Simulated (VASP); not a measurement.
Input of a VASP 6.6.1 run:

Contents of INCAR:

```
  ALGO = Normal
  EDIFF = 1E-6
  ENCUT = 520
  GGA = PS
  ISIF = 2
  ISMEAR = 0
  LASPH = True
  LCHARG = False
  LREAL = False
  LWAVE = False
  NBANDS = 21
  NELM = 80
  PREC = Accurate
  SIGMA = 0.1
```

Contents of KPOINTS:

```
k-points
0
Gamma
  16 16 16
```

Contents of POSCAR:

```
W
1.0
    3.1227846954      0.0000000000      0.0000000000
    0.0000000000      3.1227846954      0.0000000000
    0.0000000000      0.0000000000      3.1227846954
W
2
Direct
    0.0000000000      0.0000000000      0.0000000000
    0.5000000000      0.5000000000      0.5000000000
```

Potentials or basis: VASP PAW PBE potentials, release 64 (W_sv).

The run is started by

```console
$ cat potpaw_PBE.64/W_sv/POTCAR > POTCAR
$ mpirun -np 1 vasp_std > vasp.out
```

(1) Estimate the band gap on the k mesh.

(2) What does it give for the pressure?

## Answers

(1) zero (band 14 reaches 12.71 eV, above the bottom of band 15 at 11.30 eV).

(2) 11.1 GPa.

Caveat: the cell differs from its parent crystal (equal strain along all axes, cell held: -1.0 %); the PAW data sets were made with another functional, which shifts forces and pressure a little; spin-orbit coupling is left out, which moves the levels of the heavy elements.
